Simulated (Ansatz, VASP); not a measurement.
## CsSnI3 in VASP and in Ansatz

File INCAR:

```
PREC = Accurate
ENCUT = 520
EDIFF = 1E-6
ISMEAR = 0
SIGMA = 0.03
LREAL = False
LASPH = True
NELM = 80
ALGO = Normal
ISIF = 2
LWAVE = False
LCHARG = False
GGA = PS
NBANDS = 30
```

The input KPOINTS:

```
Automatic mesh
0
Gamma
  6 6 6
```

Contents of POSCAR:

```
CsSnI3
1.0
    6.4539280000      0.0000000000      0.0000000000
    0.0000000000      6.4539280000      0.0000000000
    0.0000000000      0.0000000000      6.7021560000
Cs Sn I
1 1 3
Direct
    0.0000000000      0.0000000000      0.0000000000
    0.5000000000      0.5000000000      0.5000000000
    0.0000000000      0.5000000000      0.5000000000
    0.5000000000      0.0000000000      0.5000000000
    0.5000000000      0.5000000000      0.0000000000
```

Input for Ansatz:

```yaml
crystal:
  lattice:
    - [6.453928, 0.0, 0.0]
    - [0.0, 6.453928, 0.0]
    - [0.0, 0.0, 6.702156]
  atoms:
    - { symbol: Cs, position: [0.0, 0.0, 0.0] }
    - { symbol: Sn, position: [0.5, 0.5, 0.5] }
    - { symbol: I, position: [0.0, 0.5, 0.5] }
    - { symbol: I, position: [0.5, 0.0, 0.5] }
    - { symbol: I, position: [0.5, 0.5, 0.0] }
basis:
  ecutwfc: 420
kpoints:
  mp_grid: { grid: [6, 6, 6] }
hamiltonian:
  xc: pbesol
scf:
  occupations: { method: gaussian, width: 0.03 }
output:
  forces: true
  stress: true
  eigenvalues: true
```

Change from the starting cell: strain +0.040 along x and y, +0.080 along z, atoms carried along.

Alike in both runs: task single point; functional PBEsol; k mesh 6 × 6 × 6; occupations gaussian, width 0.03 eV; no spin polarisation.

|  | VASP | Ansatz |
| --- | --- | --- |
| version | VASP 6.6.1 | Ansatz 0.2.0 |
| potentials or method | VASP PAW PBE potentials, release 64 (Cs_sv, Sn_d, I), cutoff 520 eV | scalar-relativistic, plane waves, PAW |
| valence electrons in the cell | 44 | 74 |

```tsv
	VASP	Ansatz	Ansatz less VASP
gap on the k mesh at the Fermi level (eV)	0.72	0.73	+0.006
least direct gap on the mesh (eV)	0.72	0.73	+0.006
pressure (GPa)	-2.2	-2.2	+0.02
traceless stress, the component that is largest in VASP (GPa)	-0.36	-0.36	+0.002
```

VASP's potentials were made for PBE, not for PBEsol. The functional is the same, so the differences come from potentials, cutoffs and numerics. VASP's potentials hold 44 valence electrons a cell and Ansatz's 74, so a difference there can come from the potentials and not from the codes.

Spin-orbit coupling is off throughout.
